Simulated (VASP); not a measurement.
**Ba2Cu: single point with PBE**

The system is Ba2Cu.

```
CELL_PARAMETERS angstrom
5.75676 0.00000 0.00000
-2.87838 4.98550 0.00000
0.00000 0.00000 3.60813
ATOMIC_POSITIONS crystal
Ba 0.33333 0.66667 0.50000
Ba 0.66667 0.33333 0.50000
Cu 0.00000 0.00000 0.00000
```

```yaml
Program: VASP 6.6.1
Task: single point
Functional: PBE
Potentials_or_basis: VASP PAW PBE potentials, release 64 (Ba_sv, Cu)
Cutoff: 520 eV
k_mesh: 12 × 12 × 14
Occupations: gaussian, width 0.1 eV
Spin: no spin polarisation
Dipole_correction: no
Further_INCAR_settings: ALGO = Fast; EDIFF = 1e-06; NBANDS = 22
```

- Pressure: 0.7 GPa

Stress tensor (GPa, compression positive):
```
0.75 0.00 0.00
0.00 0.75 0.00
0.00 0.00 0.64
```

Levels at points of the mesh, in eV from the Fermi level:
```csv
k point,band 13,band 14,band 15,band 16,band 17,band 18
"(0.00, 0.00, 0.00)",-1.96,-1.96,-0.27,0.28,0.28,1.29
"(0.50, 0.00, 0.00)",-1.96,-1.95,-1.24,0.07,0.24,0.85
"(0.00, 0.00, 0.50)",-1.99,-0.83,-0.59,-0.28,-0.28,1.08
"(0.50, 0.00, 0.50)",-2.06,-1.44,-1.38,-0.25,0.60,1.46
```

It took 8.1 min on 1 thread of AMD EPYC 9R45 96-Core Processor (Zen 5), on a shared host, peak memory 0.47 GiB.

Caveat: spin-orbit coupling is left out, which moves the levels of the heavy elements.
